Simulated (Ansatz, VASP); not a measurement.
## V in VASP and in Ansatz

```
CELL_PARAMETERS angstrom
0.00000 1.89638 1.89638
1.89638 0.00000 1.89638
1.89638 1.89638 0.00000
ATOMIC_POSITIONS crystal
V 0.00000 0.00000 0.00000
```

Alike in both runs: task single point; functional PBE; dispersion D3(BJ); k mesh 8 × 8 × 8; occupations gaussian, width 0.1 eV; collinear spin.

```csv
,VASP,Ansatz
version,VASP 6.6.1,Ansatz 0.2.0
potentials or method,"VASP PAW PBE potentials, release 64 (V_sv), cutoff 500 eV","scalar-relativistic, plane waves, PAW"
valence electrons in the cell,13,13
```

Ansatz gave:

- gap on the k mesh at the Fermi level (eV): none
- pressure (GPa): -4.3
- net moment per atom (μB): 0.00

Problem. Which values does VASP return?

Solution. gap on the k mesh at the Fermi level (eV): none; pressure (GPa): -4.2; net moment per atom (μB): 0.00.

A gap of «none» marks a metal or a gap that the smearing closes. Ansatz's warnings: seeded moment not kept.
